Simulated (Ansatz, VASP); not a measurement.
## GaP in VASP and in Ansatz

The input INCAR:

```
PREC     = Accurate       # precision mode
ENCUT    = 500            # plane-wave cutoff, eV
EDIFF    = 1E-6           # SCF threshold, eV
ISMEAR   = 0              # smearing method
SIGMA    = 0.02           # smearing width, eV
LREAL    = False          # projectors in reciprocal space
LASPH    = True           # aspherical terms in the spheres
NELM     = 120            # most SCF steps
ALGO     = Normal         # electronic algorithm
ISIF     = 2              # what is computed and relaxed
LWAVE    = False          # write WAVECAR
LCHARG   = True           # write CHGCAR
GGA      = PE             # functional
LELF     = True           # ELF
LVHAR    = True         
NBANDS   = 16             # bands
GGA_COMPAT= False
```

File KPOINTS:

```
regular mesh
0
Gamma
  8 8 8
```

File POSCAR:

```
GaP
1.0
    0.0000000000      2.8540453150      2.8540453150
    2.8540453150      0.0000000000      2.8540453150
    2.8540453150      2.8540453150      0.0000000000
Ga P
1 1
Direct
    0.0000000000      0.0000000000      0.0000000000
    0.7500000000      0.7500000000      0.7500000000
```

Input for Ansatz:

```yaml
crystal:
  lattice:
    - [0.0, 2.854045315, 2.854045315]
    - [2.854045315, 0.0, 2.854045315]
    - [2.854045315, 2.854045315, 0.0]
  atoms:
    - { symbol: Ga, position: [0.0, 0.0, 0.0] }
    - { symbol: P, position: [0.75, 0.75, 0.75] }
basis:
  ecutwfc: 420
kpoints:
  mp_grid: { grid: [8, 8, 8] }
hamiltonian:
  xc: pbe
scf:
  occupations: { method: gaussian, width: 0.02 }
output:
  forces: true
  stress: true
  eigenvalues: true
```

Alike in both runs: task single point; functional PBE; k mesh 8 × 8 × 8; occupations gaussian, width 0.02 eV; no spin polarisation.

|  | VASP | Ansatz |
| --- | --- | --- |
| version | VASP 6.6.1 | Ansatz 0.2.0 |
| potentials or method | VASP PAW PBE potentials, release 64 (Ga_d, P), cutoff 500 eV | scalar-relativistic, plane waves, PAW |
| valence electrons in the cell | 18 | 18 |

VASP gave:

* gap on the k mesh at the Fermi level (eV): 0.72
* least direct gap on the mesh (eV): 0.72
* pressure (GPa): -6.5

Q: What did Ansatz give for the same quantities?

A: gap on the k mesh at the Fermi level (eV): 0.73; least direct gap on the mesh (eV): 0.73; pressure (GPa): -6.5.
